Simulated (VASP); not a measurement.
# Ti2Cl in VASP: single point with r2SCAN

Aim: the single point of Ti2Cl with r2SCAN.

Everything below comes from runs of VASP 6.6.1. Logs are shortened: lines on timing, memory, paths and dates and some standing lists are left out, and cuts for length are marked.

## Step 1: The cell of the first run

The typed cell holds 6 atoms: a = 4.721 Å, b = 4.721 Å, c = 5.783 Å, α = 90.00°, β = 90.00°, γ = 120.00°.

## Step 2: Single point, r2SCAN

Input file POSCAR:

```
Ti2Cl
1.0
    4.7210870000      0.0000000000      0.0000000000
   -2.3605430000      4.0885850000      0.0000000000
    0.0000000000      0.0000000000      5.7834080000
Ti Cl
4 2
Direct
    0.3333000000      0.6667000000      0.7500000000
    0.6666000000      0.3333000000      0.2500000000
    0.0000000000      0.0000000000      0.0000000000
    0.0000000000      0.0000000000      0.5000000000
    0.3333000000      0.6667000000      0.2500000000
    0.6666000000      0.3333000000      0.7500000000
```

Input file INCAR.step1:

```
SYSTEM = Ti2Cl
ALGO = Normal ; EDIFF = 1E-4
ENCUT = 520 ; GGA = PE
ISMEAR = -1 ; LASPH = .True.
LCHARG = .False. ; LREAL = .False.
LWAVE = .True. ; NBANDS = 40
NELM = 80 ; PREC = Accurate
SIGMA = 0.019
```

Input file INCAR.step2:

```
SYSTEM = Ti2Cl
ALGO = Normal ; EDIFF = 1E-6
ENCUT = 520 ; ISIF = 2
ISMEAR = -1 ; ISTART = 1
LASPH = .True. ; LCHARG = .True.
LELF = .True. ; LMIXTAU = .True.
LREAL = .False. ; LVHAR = .True.
LWAVE = .False. ; METAGGA = R2SCAN
NBANDS = 40 ; NELM = 80
PREC = Accurate ; SIGMA = 0.019
```

Input file KPOINTS:

```
k-points
0
Gamma
  8 8 6
  0 0 0
```

Potentials or basis: VASP PAW PBE potentials, release 64 (Ti_sv, Cl).

Run with:

```
> cat potpaw_PBE.64/Ti_sv/POTCAR potpaw_PBE.64/Cl/POTCAR > POTCAR
> cp INCAR.step1 INCAR
> mpirun -np 1 vasp_std > vasp.out
> cp INCAR.step2 INCAR
> mpirun -np 1 vasp_std > vasp.out
```

OUTCAR:

```text
SYSTEM = Ti2Cl
   EDIFF = 1E-6
   ENCUT = 520
   ISIF = 2
   ISMEAR = -1
   ISTART = 1
   LASPH = .True.
   LREAL = .False.
   METAGGA = R2SCAN
   NELM = 80
   PREC = Accurate

 ion  position               nearest neighbor table
   1  0.333  0.667  0.750-   6 2.73   6 2.73   6 2.73
   2  0.667  0.333  0.250-   5 2.73   5 2.73   5 2.73
   3  0.000  0.000  0.000-   4 2.89   4 2.89
   4  0.000  0.000  0.500-   3 2.89   3 2.89
   5  0.333  0.667  0.250-   2 2.73   2 2.73   2 2.73
   6  0.667  0.333  0.750-   1 2.73   1 2.73   1 2.73

  LATTYP: Found a hexagonal cell.
 ALAT       =     4.7210870000
 C/A-ratio  =     1.2250161880

  Lattice vectors:

 A1 = (   4.7210870000,   0.0000000000,   0.0000000000)
 A2 = (  -2.3605430000,   4.0885850000,   0.0000000000)
 A3 = (   0.0000000000,   0.0000000000,   5.7834080000)

Analysis of symmetry for initial positions (statically):
=====================================================================
 Subroutine PRICEL returns:
 Original cell was already a primitive cell.

 Routine SETGRP: Setting up the symmetry group for a
 hexagonal supercell.

 Subroutine GETGRP returns: Found  4 space group operations
 (whereof  2 operations were pure point group operations)
 out of a pool of 24 trial point group operations.

The static configuration has the point symmetry C_2 .
 The point group associated with its full space group is C_2v.

Analysis of symmetry for dynamics (positions and initial velocities):
=====================================================================
 Subroutine PRICEL returns:
 Original cell was already a primitive cell.

 Routine SETGRP: Setting up the symmetry group for a
 hexagonal supercell.

 Subroutine GETGRP returns: Found  4 space group operations
 (whereof  2 operations were pure point group operations)
 out of a pool of 24 trial point group operations.

The dynamic configuration has the point symmetry C_2 .
 The point group associated with its full space group is C_2v.

 Subroutine INISYM returns: Found  4 space group operations
 (whereof  2 operations are pure point group operations),
 and found     1 'primitive' translations

----------------------------------------------------------------------------------------

                                     Primitive cell

  volume of cell :     111.6346

  direct lattice vectors                    reciprocal lattice vectors
     4.721087000  0.000000000  0.000000000     0.211815626  0.122291672  0.000000000
    -2.360543000  4.088585000  0.000000000     0.000000000  0.244583395  0.000000000
     0.000000000  0.000000000  5.783408000     0.000000000  0.000000000  0.172908430

  length of vectors
     4.721087000  4.721089976  5.783408000     0.244583549  0.244583395  0.172908430

  position of ions in fractional coordinates (direct lattice)
     0.333300000  0.666700000  0.750000000
     0.666600000  0.333300000  0.250000000
     0.000000000  0.000000000  0.000000000
     0.000000000  0.000000000  0.500000000
     0.333300000  0.666700000  0.250000000
     0.666600000  0.333300000  0.750000000

  ion indices of the primitive-cell ions
   primitive index   ion index
                 1           1
                 2           2
                 3           3
                 4           4
                 5           5
                 6           6

----------------------------------------------------------------------------------------

 KPOINTS: k-points

Automatic generation of k-mesh.
 Grid dimensions read from file:
 generate k-points for:    8    8    6

 Generating k-lattice:

  Cartesian coordinates                     Fractional coordinates (reciprocal lattice)
     0.026476953  0.015286459  0.000000000     0.125000000  0.000000000  0.000000000
     0.000000000  0.030572924  0.000000000     0.000000000  0.125000000  0.000000000
     0.000000000  0.000000000  0.028818072     0.000000000  0.000000000  0.166666667

  Length of vectors
     0.030572944  0.030572924  0.028818072

  Shift w.r.t. Gamma in fractional coordinates (k-lattice)
     0.000000000  0.000000000  0.000000000

 Subroutine IBZKPT returns following result:
 ===========================================

 Found     84 irreducible k-points:

 Following reciprocal coordinates:
            Coordinates               Weight
  0.000000  0.000000  0.000000      1.000000
  0.125000  0.000000  0.000000      4.000000
  0.000000  0.125000  0.000000      2.000000
  0.250000  0.000000  0.000000      4.000000
  0.000000  0.250000  0.000000      2.000000
  0.375000 -0.000000  0.000000      4.000000
[... 16 lines left out ...]
  0.125000  0.000000  0.166667      8.000000
  0.000000  0.125000  0.166667      4.000000
 [... further k-points ...]
   k-points           NKPTS =     84   k-points in BZ     NKDIM =     84   number of bands    NBANDS=     40
   number of dos      NEDOS =    301   number of ions     NIONS =      6
   total plane-waves  NPLWV =  62208
   dimension x,y,z NGX =    36 NGY =   36 NGZ =   48
   dimension x,y,z NGXF=    72 NGYF=   72 NGZF=   96
   ions per type =               4   2
   NGX,Y,Z   is equivalent  to a cutoff of  12.68, 12.68, 13.80 a.u.
   NGXF,Y,Z  is equivalent  to a cutoff of  25.35, 25.35, 27.60 a.u.
 SYSTEM =  Ti2Cl
   PREC   = accura    normal or accurate (medium, high low for compatibility)
   ISTART =      1    job   : 0-new  1-cont  2-samecut
   ICHARG =      0    charge: 1-file 2-atom 10-const
   ISPIN  =      1    spin polarized calculation?
   LNONCOLLINEAR =      F non collinear calculations
   LSORBIT =      F    spin-orbit coupling
   LASPH  =      T    aspherical Exc in radial PAW
   ENCUT  =  520.0 eV  38.22 Ry    6.18 a.u.   8.78  8.78 10.75*2*pi/ulx,y,z
   NELM   =     80;   NELMIN=  2; NELMDL=  0     # of ELM steps
   EDIFF  = 0.1E-05   stopping-criterion for ELM
   LREAL  =      F    real-space projection
   EDIFFG = 0.1E-04   stopping-criterion for IOM
   NSW    =      0    number of steps for IOM
   IBRION =     -1    ionic relax: 0-MD 1-quasi-New 2-CG
   NFREE  =      0    steps in history (QN), initial steepest desc. (CG)
   ISIF   =      2    stress and relaxation
   ISYM   =      2    0-nonsym 1-usesym 2-fastsym
   POTIM  = 0.5000    time-step for ionic-motion
   TEBEG  =    0.0;   TEEND  =   0.0 temperature during run
   PSTRESS=    0.0 pullay stress
   NELECT =      62.0000    total number of electrons
   NUPDOWN=      -1.0000    fix difference up-down
   EMIN   =  10.00;   EMAX   =-10.00  energy-range for DOS
   EFERMI =   0.00;   METHOD = LEGACY
   ISMEAR =    -1;   SIGMA  =   0.02  broadening in eV -4-tet -1-fermi 0-gaus
   EFERMI_NEDOS =   21; number of points for ismear=-14 and -15
   IALGO  =     38    algorithm
   IMIX   =      4    mixing-type and parameters
     AMIX     =   0.40;   BMIX     =  1.00
     AMIX_MAG =   1.60;   BMIX_MAG =  1.00
  volume/ion in A,a.u.               =      18.61       125.56
  Fermi-wavevector in a.u.,A,eV,Ry     =   1.345672  2.542951 24.637868  1.810832
  Thomas-Fermi vector in A             =   2.473566
   LORBIT       =      0    0 simple, 1 ext, 2 COOP (PROOUT), +10 PAW based schemes
   METAGGA = R2SCAN    functional components
   LHFCALC =     F    Hartree Fock is set to
   AEXX    =    0.0000 exact exchange contribution
   IVDW    =     0    specifies the selected vdW correction
   LEPSILON=     F    determine dielectric tensor
   LRPA    =     F    only Hartree local field effects (RPA)
 non-spin polarized calculation
  energy-cutoff  :      520.00
  volume of cell :      111.63
 maximum number of plane-waves:      3044
   NGX = 17   NGY = 17   NGZ = 21

 number of electron      62.0000034 magnetization

 Free energy of the ion-electron system (eV)
  ---------------------------------------------------
  ext. energy  EPLUGINS =         0.00000000
  ---------------------------------------------------
  free energy    TOTEN  =       -61.54271268 eV

  energy without entropy =      -61.52605320  energy(sigma->0) =      -61.53438294

 E-fermi :   8.1506     XC(G=0): -11.5020

 val. band max:        8.1493748306   @ k =   0.3750  -0.0000   0.3333
 cond. band min:       8.1589485815   @ k =  -0.1250   0.3750   0.1667
 fundamental gap:      0.0095737509
 Fermi energy:         8.1506050002

 k-point     1 :       0.0000    0.0000    0.0000
  band No.  band energies     occupation
      1     -51.5034      2.00000
      2     -51.4982      2.00000
      3     -51.1766      2.00000
      4     -51.1341      2.00000
      5     -26.8855      2.00000
      6     -26.8660      2.00000
[... 32 lines left out ...]
     39       9.7704      0.00000
     40      10.1101      0.00000

 k-point     2 :       0.1250    0.0000    0.0000
  band No.  band energies     occupation
      1     -51.5029      2.00000
      2     -51.4983      2.00000
      3     -51.1770      2.00000
      4     -51.1340      2.00000
      5     -26.8877      2.00000
      6     -26.8664      2.00000
[... 32 lines left out ...]
     39       9.8707      0.00000
     40      10.1818      0.00000

 k-point     3 :       0.0000    0.1250    0.0000
  band No.  band energies     occupation
      1     -51.5029      2.00000
      2     -51.4983      2.00000
      3     -51.1770      2.00000
      4     -51.1340      2.00000
      5     -26.8877      2.00000
      6     -26.8664      2.00000
[... 32 lines left out ...]
     39       9.8706      0.00000
     40      10.1749      0.00000

 k-point     4 :       0.2500    0.0000    0.0000
  band No.  band energies     occupation
      1     -51.5017      2.00000
      2     -51.4984      2.00000
      3     -51.1781      2.00000
      4     -51.1340      2.00000
      5     -26.8926      2.00000
      6     -26.8679      2.00000
[... 32 lines left out ...]
     39       9.9579      0.00000
     40      10.1805      0.00000
[... 772 lines left out ...]
     39       9.7668      0.00000
     40      10.0640      0.00000

 k-point    23 :       0.1250    0.0000    0.1667
  band No.  band energies     occupation
      1     -51.5025      2.00000
      2     -51.4986      2.00000
      3     -51.1742      2.00000
      4     -51.1370      2.00000
      5     -26.8866      2.00000
      6     -26.8682      2.00000
[... 32 lines left out ...]
     39       9.9109      0.00000
     40      10.1273      0.00000

 k-point    24 :       0.0000    0.1250    0.1667
  band No.  band energies     occupation
      1     -51.5025      2.00000
      2     -51.4986      2.00000
      3     -51.1742      2.00000
      4     -51.1370      2.00000
      5     -26.8866      2.00000
      6     -26.8682      2.00000
[... 32 lines left out ...]
     39       9.9108      0.00000
     40      10.1317      0.00000

 [... further k-points ...]
[... 5 lines left out ...]
  --------------------------------------------------------------------------------------
  -------------------------------------------------------------------------------------
  Total       -4.6444404     -4.6439547     -7.4703650     -0.0000006      0.0000000      0.0000000
  in kB      -66.6569003    -66.6499291   -107.2145035     -0.0000082      0.0000000      0.0000000
  external PRESSURE =     -80.1737776 kB  Pullay stress =       0.0000000 kB

 VOLUME and BASIS-vectors are now :
 -----------------------------------------------------------------------------
  energy-cutoff  :      520.00
  volume of cell :      111.63
      direct lattice vectors                 reciprocal lattice vectors
     4.721087000  0.000000000  0.000000000     0.211815626  0.122291672  0.000000000
    -2.360543000  4.088585000  0.000000000     0.000000000  0.244583395  0.000000000
     0.000000000  0.000000000  5.783408000     0.000000000  0.000000000  0.172908430

 POSITION                                       TOTAL-FORCE (eV/Angst)
 -----------------------------------------------------------------------------------
     -0.00024      2.72586      4.33756         0.000109      0.000634      0.000000
      2.36031      1.36273      1.44585         0.000109     -0.000634     -0.000000
      0.00000      0.00000      0.00000        -0.000015      0.000000      0.000000
      0.00000      0.00000      2.89170        -0.000015      0.000000      0.000000
     -0.00024      2.72586      1.44585        -0.000094      0.000522      0.000000
      2.36031      1.36273      4.33756        -0.000094     -0.000522      0.000000
 -----------------------------------------------------------------------------------
    total drift:                                0.000091     -0.000000      0.000000

  FREE ENERGIE OF THE ION-ELECTRON SYSTEM (eV)
  ---------------------------------------------------
  free  energy   TOTEN  =       -61.5427126786 eV

  energy  without entropy=      -61.5260532050  energy(sigma->0) =      -61.53438294
```

It took 11 min on 1 thread of Intel Xeon 6975P-C (Granite Rapids), shared host; peak memory 0.44 GiB.

Results:

| Property | Result |
| --- | --- |
| Free energy | -61.5427 eV |
| Pressure | -8.0 GPa |
| Band gap on the k mesh | zero (bands 31 and 32 overlap by 0.73 eV) |

Stress tensor (GPa, compression positive):
```
 -6.67   0.00   0.00
  0.00  -6.66   0.00
  0.00   0.00 -10.72
```

Caveat: the cell stands under tension; the PAW data sets were made with another functional, which shifts forces and pressure a little.
